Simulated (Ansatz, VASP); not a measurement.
**Ir in VASP and in Ansatz**

INCAR

```
  ALGO = Fast
  EDIFF = 1E-7
  ENCUT = 520
  GGA = PE
  ISIF = 2
  ISMEAR = 0
  LASPH = True
  LCHARG = True
  LELF = True
  LREAL = False
  LVHAR = True
  LWAVE = False
  NBANDS = 10
  NELM = 80
  PREC = Accurate
  SIGMA = 0.027000000000000003
```

The input KPOINTS:

```
k-points
0
Gamma
  12 12 12
```

The input POSCAR:

```
Ir
1.0
    0.0000000000      1.9156000000      1.9156000000
    1.9156000000      0.0000000000      1.9156000000
    1.9156000000      1.9156000000      0.0000000000
Ir
1
Direct
    0.0000000000      0.0000000000      0.0000000000
```

input.yaml

```yaml
crystal:
  lattice:
    - [0.0, 1.9156, 1.9156]
    - [1.9156, 0.0, 1.9156]
    - [1.9156, 1.9156, 0.0]
  atoms:
    - { symbol: Ir, position: [0.0, 0.0, 0.0] }
kpoints:
  mp_grid: { grid: [12, 12, 12] }
scf:
  occupations: { method: gaussian, width: 0.027 }
hamiltonian:
  xc: pbe
  pseudopotentials: { kind: all_electron, lapw: { basis_error: 0.001 } }
output:
  forces: true
  stress: true
  eigenvalues: true
```

Alike in both runs: task single point; functional PBE; k mesh 12 × 12 × 12; occupations gaussian, width 0.027 eV; no spin polarisation.

```csv
,VASP,Ansatz
version,VASP 6.6.1,Ansatz 0.2.0
potentials or method,"VASP PAW PBE potentials, release 64 (Ir), cutoff 520 eV","all-electron LAPW, scalar-relativistic"
```

Ansatz gave:

| Property | Result |
| --- | --- |
| gap on the k mesh at the Fermi level (eV) | none |
| pressure (GPa) | 11.0 |

What did VASP give for the same quantities?

gap on the k mesh at the Fermi level (eV): none; pressure (GPa): 11.7.

A gap of «none» marks a metal or a gap that the smearing closes. Ansatz ran all-electron here, and VASP with PAW potentials.

Spin-orbit coupling is off throughout.
